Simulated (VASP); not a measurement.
Here is a VASP 6.6.1 calculation.

File INCAR:

```
SYSTEM = Zr12H
PREC = Accurate ; ENCUT = 520
EDIFF = 1E-7 ; ISMEAR = 0
SIGMA = 0.1 ; LREAL = .False.
LASPH = .True. ; NELM = 100
ALGO = Normal ; ISIF = 2
LWAVE = .False. ; LCHARG = .False.
GGA = PS ; NBANDS = 84
```

Contents of KPOINTS:

```
Automatic mesh
0
Gamma
  4 3 4
  0 0 0
```

Contents of POSCAR:

```
Zr12H
1.0
    6.4600000000      0.0000000000      0.0000000000
   -4.8450000000      8.3917860000      0.0000000000
    0.0000000000      0.0000000000      5.1453900000
Zr H
12 1
Direct
    0.0026596705      0.0011507681     -0.0033326920
    0.1680309927      0.2237692906      0.5011112860
    0.0004617694      0.3314107390      0.0078783144
    0.1604155758      0.5545982703      0.4973782357
   -0.0010026862      0.6640147878     -0.0012242026
    0.1638948271      0.8895522360      0.4935400426
    0.5000295119      0.0003091118      0.0010965155
    0.6642537258      0.2224095085      0.5069221186
    0.5024486614      0.3317794329      0.0057239587
    0.6651817889      0.5538167918      0.4968060730
    0.5014715608      0.6665631130      0.0107420429
    0.6696508384      0.8960285689      0.4935073921
    0.4997157520      0.6698498985      0.6206921147
```

Potentials or basis: VASP PAW PBE potentials, release 64 (Zr_sv, H).

Command:

```bash
$ cat potpaw_PBE.64/Zr_sv/POTCAR potpaw_PBE.64/H/POTCAR > POTCAR
$ mpirun -np 1 vasp_std > vasp.out
```

Problem. Estimate the largest force.

Solution. 0.014 eV/Å.

Problem. Predict the band gap on the k mesh.

Solution. Zero (an odd number of electrons rules out a gap without spin polarisation).

Problem. What does it give for the pressure?

Solution. -1.7 GPa.

Forces on the atoms (eV/Å):
```
Zr  -0.005  0.001 -0.002
Zr   0.000 -0.002  0.002
Zr   0.000  0.001  0.002
Zr   0.011 -0.002 -0.006
Zr   0.002  0.005  0.000
Zr   0.002 -0.004 -0.002
Zr  -0.001  0.000  0.000
Zr   0.004 -0.002  0.001
Zr   0.000  0.002  0.003
Zr  -0.014  0.000 -0.003
Zr  -0.003 -0.004  0.006
Zr   0.001  0.006 -0.004
H    0.005  0.000  0.002
```

Caveat: the PAW data sets were made with another functional, which shifts forces and pressure a little.
